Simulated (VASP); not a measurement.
# PtSe2 (P6/mmm) in VASP: a series of runs, part 2 of 2

VASP 6.6.1.

**3. Single point, PBE, collinear spin**

This run uses another cell than the first one, of 23.37 Å³/atom.

Contents of INCAR:

```
SYSTEM = PtSe2
PREC     = Accurate       ! precision mode
ENCUT    = 520            ! plane-wave cutoff, eV
EDIFF    = 1E-7           ! SCF threshold, eV
ISMEAR   = 0              ! smearing method
SIGMA    = 0.1            ! smearing width, eV
LREAL    = .False.        ! projectors in reciprocal space
LASPH    = .True.         ! aspherical terms in the spheres
NELM     = 150            ! most SCF steps
ALGO     = Normal         ! electronic algorithm
ISIF     = 2              ! what is computed and relaxed
LWAVE    = .False.        ! write WAVECAR
LCHARG   = .False.        ! write CHGCAR
ISPIN    = 2              ! spin polarisation
MAGMOM   = 1 0 0          ! initial moments
LORBIT   = 11             ! projections on sites
LMAXMIX  = 4              ! l up to which the mixer works
GGA      = PE             ! functional
NBANDS   = 22             ! bands
```

Contents of KPOINTS:

```
Automatic mesh
0
Gamma
  6 6 6
  0 0 0
```

Contents of POSCAR:

```
PtSe2
1.0
    5.0310631640      0.0000000000      0.0000000000
   -2.5155315820      4.3570285082      0.0000000000
    0.0000000000      0.0000000000      3.1981993121
Pt Se
1 2
Direct
    0.0000000000      0.0000000000      0.0000000000
    0.3333333333      0.6666666667      0.5000000000
    0.6666666667      0.3333333333      0.5000000000
```

Potentials or basis: VASP PAW PBE potentials, release 64 (Pt, Se).

Command:

```console
> cat potpaw_PBE.64/Pt/POTCAR potpaw_PBE.64/Se/POTCAR > POTCAR
> mpirun -np 1 vasp_std > vasp.out
```

OUTCAR:

```text
SYSTEM = PtSe2
   PREC = Accurate
   ENCUT = 520
   EDIFF = 1E-7
   ISMEAR = 0
   LREAL = .False.
   LASPH = .True.
   NELM = 150
   ISIF = 2
   ISPIN = 2
   LORBIT = 11
   GGA = PE

 ion  position               nearest neighbor table
   1  0.000  0.000  0.000-
   2  0.333  0.667  0.500-
   3  0.667  0.333  0.500-

  LATTYP: Found a hexagonal cell.
 ALAT       =     5.0310631640
 C/A-ratio  =     0.6356905505

  Lattice vectors:

 A1 = (   5.0310631640,   0.0000000000,   0.0000000000)
 A2 = (  -2.5155315820,   4.3570285082,   0.0000000000)
 A3 = (   0.0000000000,   0.0000000000,   3.1981993121)

Analysis of symmetry for initial positions (statically):
=====================================================================
 Subroutine PRICEL returns:
 Original cell was already a primitive cell.

 Routine SETGRP: Setting up the symmetry group for a
[... 794 lines left out ...]
     22      17.2812      0.00000

 [... further k-points ...]

 spin component 2

 k-point     1 :       0.0000    0.0000    0.0000
  band No.  band energies     occupation
      1     -10.2695      1.00000
      2      -7.4127      1.00000
      3      -0.4215      1.00000
      4      -0.4215      1.00000
      5       1.4828      1.00000
      6       2.9416      1.00000
[... 589 lines left out ...]
     21      16.0025      0.00000
     22      17.2814      0.00000

 [... further k-points ...]
[... 5 lines left out ...]
  --------------------------------------------------------------------------------------
  -------------------------------------------------------------------------------------
  Total       -5.2285850     -5.2285850     -6.7819692      0.0000000     -0.0000000      0.0000000
  in kB     -119.4920632   -119.4920632   -154.9925054      0.0000000     -0.0000000      0.0000000
  external PRESSURE =    -131.3255440 kB  Pullay stress =       0.0000000 kB

 VOLUME and BASIS-vectors are now :
 -----------------------------------------------------------------------------
  energy-cutoff  :      520.00
  volume of cell :       70.11
      direct lattice vectors                 reciprocal lattice vectors
     5.031063164  0.000000000  0.000000000     0.198765145  0.114757110  0.000000000
    -2.515531582  4.357028508  0.000000000     0.000000000  0.229514220  0.000000000
     0.000000000  0.000000000  3.198199312     0.000000000  0.000000000  0.312675947

 POSITION                                       TOTAL-FORCE (eV/Angst)
 -----------------------------------------------------------------------------------
      0.00000      0.00000      0.00000         0.000000      0.000000      0.000000
     -0.00000      2.90469      1.59910         0.000000      0.000000      0.000000
      2.51553      1.45234      1.59910        -0.000000     -0.000000     -0.000000
 -----------------------------------------------------------------------------------
    total drift:                                0.000000     -0.000000      0.000000

  FREE ENERGIE OF THE ION-ELECTRON SYSTEM (eV)
  ---------------------------------------------------
  free  energy   TOTEN  =       -10.4077289935 eV

  energy  without entropy=      -10.3821817795  energy(sigma->0) =      -10.39495539

 total charge

# of ion       s       p       d       tot
------------------------------------------
    1        0.431   0.157   8.136   8.724
    2        1.548   1.963   0.039   3.549
    3        1.548   1.963   0.039   3.549
--------------------------------------------------
tot          3.527   4.083   8.213  15.823

 magnetization (x)

# of ion       s       p       d       tot
------------------------------------------
    1        0.000   0.000   0.000   0.000
    2        0.000   0.000   0.000   0.000
    3        0.000   0.000   0.000   0.000
--------------------------------------------------
tot          0.000   0.000   0.000   0.000
```

It took 33 s on 1 thread of Intel Xeon 6975P-C (Granite Rapids), shared host; peak memory 0.25 GiB.

Results:

- Free energy: -10.4077 eV
- Pressure: -13.1 GPa
- Band gap on the k mesh: zero (filled and empty bands overlap)
- Net moment: 0.00 μB per cell
- Valence electrons inside the program's atomic spheres: Pt 8.72; Se 3.55

Caveat: the cell stands under tension; spin-orbit coupling is left out, which moves the levels of the heavy elements.

**4. Relaxation of cell and atoms, PBE**

Contents of INCAR:

```
SYSTEM = PtSe2
  ALGO = Normal
  EDIFF = 1E-6
  EDIFFG = -0.01
  ENCUT = 600
  GGA = PE
  IBRION = 2
  ISIF = 3
  ISMEAR = 0
  LASPH = .True.
  LCHARG = .False.
  LREAL = .False.
  LWAVE = .False.
  NELM = 100
  NSW = 100
  PREC = Accurate
  SIGMA = 0.1
```

Contents of KPOINTS:

```
k-points
0
Gamma
  12 12 16
  0 0 0
```

Contents of POSCAR:

```
PtSe2
1.0
    4.7745512203      0.0000000000      0.0000000000
   -2.3872756101      4.1348826484      0.0000000000
    0.0000000000      0.0000000000      2.8380403581
Pt Se
1 2
Direct
    0.0000000000      0.0000000000      0.0000000000
    0.3333333333      0.6666666667      0.5000000000
    0.6666666667      0.3333333333      0.5000000000
```

Command:

```console
> cat potpaw_PBE.64/Pt/POTCAR potpaw_PBE.64/Se/POTCAR > POTCAR
> mpirun -np 1 vasp_std > vasp.out
```

Run time: 2.6 min. Hardware: 1 thread of Intel Xeon 6975P-C (Granite Rapids), shared host; peak memory 0.34 GiB.

Results (log left out):

```
Free energy                           : -11.2745 eV
Relaxed volume                        : 18.64 Å³/atom
Relaxed cell                          : a = 4.789 Å, b = 4.789 Å, c = 2.814 Å, α = 90.00°, β = 90.00°, γ = 120.00°
Space group after relaxing (to 0.1 Å) : P6/mmm (No. 191)
Energy gained by relaxing             : 0.8 meV/atom
Ionic steps                           : 5
Pressure after relaxing               : 0.0 GPa
Band gap on the k mesh                : zero (bands 11 and 12 overlap by 2.52 eV)
```

The path:
| step | energy change (eV) | largest force (eV/Å) | pressure (GPa) | volume (Å³) |
| --- | --- | --- | --- | --- |
| 1 | 0.0000 | 0.0000 | -0.36 | 56.03 |
| 2 | -0.0020 | 0.0000 | 0.39 | 55.69 |
| 3 | -0.0020 | 0.0000 | 0.33 | 55.71 |
| 4 | -0.0023 | 0.0000 | -0.07 | 55.96 |
| 5 | -0.0024 | 0.0000 | 0.00 | 55.91 |

Final structure:
```
CELL_PARAMETERS angstrom
4.78938 0.00000 0.00000
-2.39469 4.14772 0.00000
0.00000 0.00000 2.81443
ATOMIC_POSITIONS crystal
Pt 0.00000 0.00000 0.00000
Se 0.33333 0.66667 0.50000
Se 0.66667 0.33333 0.50000
```

Levels at points of the mesh, in eV from the Fermi level:
```csv
k point,band 8,band 9,band 10,band 11,band 12,band 13,band 14,band 15
"(0.00, 0.00, 0.00)",-0.81,-0.81,-0.51,-0.51,-0.47,1.22,3.70,8.17
"(0.50, 0.00, 0.00)",-1.15,-1.10,-0.82,1.80,2.04,2.47,2.72,5.34
"(0.00, 0.00, 0.50)",-3.86,-2.19,-2.19,0.21,2.20,2.20,3.85,5.65
"(0.50, 0.00, 0.50)",-1.78,-1.76,-1.23,-0.54,1.10,1.86,2.98,3.36
```

Caveat: spin-orbit coupling is left out, which moves the levels of the heavy elements.

**5. Overview**

| task | spin | cell | k mesh | cutoff (eV) | gap on the mesh (eV) | pressure (GPa) |
| --- | --- | --- | --- | --- | --- | --- |
| single point | off | a = 4.790, b = 4.790, c = 2.814 Å, angles 90.0, 90.0, 120.0°, 3 atoms | 12 × 12 × 16 | 520 | none | -0.1 |
| single point | collinear | a = 5.031, b = 5.031, c = 3.198 Å, angles 90.0, 90.0, 120.0°, 3 atoms | 6 × 6 × 6 | 520 | none | -13.1 |
| relaxation of cell and atoms | off | relaxed from a = 4.775, b = 4.775, c = 2.838 Å, angles 90.0, 90.0, 120.0°, 3 atoms | 12 × 12 × 16 | 600 | none | 0.0 |

Alike in all rows: level PBE; potentials or basis VASP PAW PBE potentials, release 64 (Pt, Se); smearing gaussian 0.1 eV.

Caveats: spin-orbit coupling is left out, which moves the levels of the heavy elements; the cell stands under tension (at least some runs).

Absolute energies hang on the potentials; compare differences alone.
